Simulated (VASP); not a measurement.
A run of VASP 6.6.1 is set up as follows.

Contents of INCAR:

```
SYSTEM = SnSe
PREC = Accurate
ENCUT = 520
EDIFF = 1E-6
ISMEAR = 0
SIGMA = 0.02
LREAL = .FALSE.
LASPH = .TRUE.
NELM = 100
ALGO = Normal
ISIF = 2
LWAVE = .FALSE.
LCHARG = .FALSE.
GGA = PE
NBANDS = 50
```

File KPOINTS:

```
Automatic mesh
0
G
  4 8 6
  0 0 0
```

POSCAR

```
SnSe
1.0
   11.7846806080      0.0000000000      0.0000000000
    0.0000000000      4.2055755375      0.0000000000
    0.0000000000      0.0000000000      4.5666227304
Sn Se
4 4
Direct
    0.6212116370      0.7500000000      0.3838691210
    0.8787883630      0.2500000000      0.8838691210
    0.3787883630      0.2500000000      0.6161308790
    0.1212116370      0.7500000000      0.1161308790
    0.1452787522      0.2500000000      0.5236402155
    0.6452787522      0.2500000000      0.9763597845
    0.3547212478      0.7500000000      0.0236402155
    0.8547212478      0.7500000000      0.4763597845
```

Potentials or basis: VASP PAW PBE potentials, release 64 (Sn_d, Se).

Launch:

```bash
$ cat potpaw_PBE.64/Sn_d/POTCAR potpaw_PBE.64/Se/POTCAR > POTCAR
$ mpirun -np 1 vasp_std > vasp.out
```

Estimate the band gap on the k mesh.

0.67 eV, indirect (least direct gap 0.94 eV).

Estimate the largest force.

0.019 eV/Å.

What does it give for the pressure?

0.0 GPa.

Forces on the atoms (eV/Å):
```
Sn  -0.015  0.000  0.011
Sn   0.015  0.000  0.011
Sn   0.015  0.000 -0.011
Sn  -0.015  0.000 -0.011
Se  -0.011  0.000  0.011
Se  -0.011  0.000 -0.011
Se   0.011  0.000  0.011
Se   0.011  0.000 -0.011
```

Caveat: spin-orbit coupling is left out, which moves the levels of the heavy elements. A k mesh can miss the band edges.
